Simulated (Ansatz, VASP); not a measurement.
Two plane-wave programs on TePb

The input POSCAR:

```
TePb
1.0
    0.0000000000      3.6414940692      3.6414940692
    3.6414940692      0.0000000000      3.6414940692
    3.6414940692      3.6414940692      0.0000000000
Pb Te
1 1
Direct
    0.0000000000      0.0000000000      0.0000000000
    0.2500000000      0.2500000000      0.2500000000
```

INCAR.step1

```
PREC = Accurate
ENCUT = 520
EDIFF = 1E-5
ISMEAR = 0
SIGMA = 0.01
LREAL = False
LASPH = True
NELM = 80
ALGO = Normal
ISIF = 2
LWAVE = True
LCHARG = False
GGA = PE
NBANDS = 17
```

INCAR.step2

```
PREC = Accurate
ENCUT = 520
EDIFF = 1E-6
ISMEAR = 0
SIGMA = 0.01
LREAL = False
LASPH = True
NELM = 80
ALGO = Normal
ISIF = 2
LWAVE = False
LCHARG = False
GGA = PE
LHFCALC = True
HFSCREEN = 0.2079
PRECFOCK = Normal
ISTART = 1
NBANDS = 17
```

Contents of KPOINTS:

```
regular mesh
0
Gamma
  4 4 4
```

Input for Ansatz:

```yaml
crystal:
  lattice:
    - [0.0, 3.6414940692, 3.6414940692]
    - [3.6414940692, 0.0, 3.6414940692]
    - [3.6414940692, 3.6414940692, 0.0]
  atoms:
    - { symbol: Pb, position: [0.0, 0.0, 0.0] }
    - { symbol: Te, position: [0.25, 0.25, 0.25] }
kpoints:
  mp_grid: { grid: [4, 4, 4] }
hamiltonian:
  xc: hse06
scf:
  occupations: { method: fixed }
  n_extra_bands: 4
output:
  forces: true
  stress: true
  eigenvalues: true
```

Alike in both runs: task single point; functional HSE06; k mesh 4 × 4 × 4; no spin polarisation.

|  | VASP | Ansatz |
| --- | --- | --- |
| version | VASP 6.6.1 | Ansatz 0.2.0 |
| potentials or method | VASP PAW PBE potentials, release 64 (Pb_d, Te) | plane waves, PAW |
| plane-wave cutoff (eV) | 520 | 420 |
| occupations | gaussian, width 0.01 eV | fixed |
| valence electrons in the cell | 20 | 30 |

```csv
,VASP,Ansatz,Ansatz less VASP
gap on the k mesh at the Fermi level (eV),0.96,0.97,+0.011
pressure (GPa),-0.1,0.0,+0.12
```

VASP's potentials hold 20 valence electrons a cell and Ansatz's 30, so a difference there can come from the potentials and not from the codes. Ansatz's warnings: stress exchange threshold loose, stress scf threshold loose.

Neither program's run includes spin-orbit coupling.
